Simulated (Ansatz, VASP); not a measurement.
# BAs: VASP beside Ansatz

```xyz
2
Lattice="0.0000 2.3919 2.3919 2.3919 0.0000 2.3919 2.3919 2.3919 0.0000" Properties=species:S:1:pos:R:3 pbc="T T T"
B     0.0000    0.0000    0.0000
As    1.1959    1.1959    1.1959
```

Alike in both runs: task single point; functional HSE06; k mesh 6 × 6 × 6; no spin polarisation.

```csv
,VASP,Ansatz
version,VASP 6.6.1,Ansatz 0.2.0
potentials or method,"VASP PAW PBE potentials, release 64 (B, As)","plane waves, PAW"
plane-wave cutoff (eV),520,420
occupations,"gaussian, width 0.01 eV",fixed
valence electrons in the cell,8,18
```

Ansatz gave:

```
gap on the k mesh at the Fermi level (eV) : 1.94
pressure (GPa)                            : -1.1
```

Task: What did VASP give for the same quantities?

Result: gap on the k mesh at the Fermi level (eV): 1.95; pressure (GPa): -1.2.

VASP's potentials hold 8 valence electrons a cell and Ansatz's 18, so a difference there can come from the potentials and not from the codes. Ansatz's warnings: stress exchange threshold loose, stress scf threshold loose.
